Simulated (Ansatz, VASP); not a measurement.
# One calculation of Cs2AgBiBr6, two programs

The input POSCAR:

```
Cs2AgBiBr6
1.0
    0.0000000000      5.6728028979      5.6728028979
    5.6728028979      0.0000000000      5.6728028979
    5.6728028979      5.6728028979      0.0000000000
Cs Ag Bi Br
2 1 1 6
Direct
    0.2500000000      0.2500000000      0.2500000000
    0.7500000000      0.7500000000      0.7500000000
    0.5000000000      0.5000000000      0.5000000000
    0.0000000000      0.0000000000      0.0000000000
    0.2518243557      0.7481756443      0.2518243557
    0.2518243557      0.7481756443      0.7481756443
    0.7481756443      0.2518243557      0.7481756443
    0.7481756443      0.2518243557      0.2518243557
    0.2518243557      0.2518243557      0.7481756443
    0.7481756443      0.7481756443      0.2518243557
```

File INCAR.step1:

```
SYSTEM = Cs2AgBiBr6
ALGO = Normal ; EDIFF = 1E-4
ENCUT = 520 ; GGA = PE
ISMEAR = 0 ; LASPH = .TRUE.
LCHARG = .FALSE. ; LREAL = .FALSE.
LWAVE = .TRUE. ; NBANDS = 54
NELM = 80 ; PREC = Accurate
SIGMA = 0.01
```

INCAR.step2

```
SYSTEM = Cs2AgBiBr6
ALGO = Normal ; EDIFF = 1E-7
ENCUT = 520 ; ISIF = 2
ISMEAR = 0 ; ISTART = 1
LASPH = .TRUE. ; LCHARG = .FALSE.
LMIXTAU = .TRUE. ; LREAL = .FALSE.
LWAVE = .FALSE. ; METAGGA = R2SCAN
NBANDS = 54 ; NELM = 80
PREC = Accurate ; SIGMA = 0.01
```

The input KPOINTS:

```
k-points
0
G
  4 4 4
  0 0 0
```

Input for Ansatz:

```yaml
crystal:
  lattice:
    - [0.0, 5.6728028979, 5.6728028979]
    - [5.6728028979, 0.0, 5.6728028979]
    - [5.6728028979, 5.6728028979, 0.0]
  atoms:
    - { symbol: Cs, position: [0.25, 0.25, 0.25] }
    - { symbol: Cs, position: [0.75, 0.75, 0.75] }
    - { symbol: Ag, position: [0.5, 0.5, 0.5] }
    - { symbol: Bi, position: [0.0, 0.0, 0.0] }
    - { symbol: Br, position: [0.2518243557, 0.7481756443, 0.2518243557] }
    - { symbol: Br, position: [0.2518243557, 0.7481756443, 0.7481756443] }
    - { symbol: Br, position: [0.7481756443, 0.2518243557, 0.7481756443] }
    - { symbol: Br, position: [0.7481756443, 0.2518243557, 0.2518243557] }
    - { symbol: Br, position: [0.2518243557, 0.2518243557, 0.7481756443] }
    - { symbol: Br, position: [0.7481756443, 0.7481756443, 0.2518243557] }
kpoints:
  mp_grid: { grid: [4, 4, 4] }
  band_path:
    path:
      - [0.0, 0.0, 0.0]
      - [0.5, 0.0, 0.5]
      - [0.625, 0.25, 0.625]
      - [0.375, 0.375, 0.75]
      - [0.5, 0.5, 0.5]
      - [0.5, 0.25, 0.75]
      - [0.0, 0.5, 0.5]
      - [0.0, 0.0, 0.5]
      - [0.5, 0.4, 0.6]
    npoints: 1
hamiltonian:
  xc: r2scan
scf:
  occupations: { method: fixed }
  n_extra_bands: 6
output:
  forces: true
  stress: true
  eigenvalues: true
```

Alike in both runs: task single point; functional r2SCAN; k mesh 4 × 4 × 4; no spin polarisation.

|  | VASP | Ansatz |
| --- | --- | --- |
| version | VASP 6.6.1 | Ansatz 0.2.0 |
| potentials or method | VASP PAW PBE potentials, release 64 (Cs_sv, Ag, Bi_d, Br) | plane waves, PAW |
| plane-wave cutoff (eV) | 520 | 500 |
| occupations | gaussian, width 0.01 eV | fixed |
| valence electrons in the cell | 86 | 94 |

Ansatz gave:

| Item | Value |
| --- | --- |
| gap on the k mesh at the Fermi level (eV) | 1.67 |
| pressure (GPa) | 0.0 |
| rms of the force components (eV/Å) | 0.001 |

Estimate VASP's values.

gap on the k mesh at the Fermi level (eV): 1.66; pressure (GPa): 0.0; rms of the force components (eV/Å): 0.004.

VASP's potentials were made for PBE, not for r2SCAN. Atom by atom the forces differ by 0.003 eV/Å (rms over components). VASP's potentials hold 86 valence electrons a cell and Ansatz's 94, so a difference there can come from the potentials and not from the codes.

Spin-orbit coupling is off throughout.
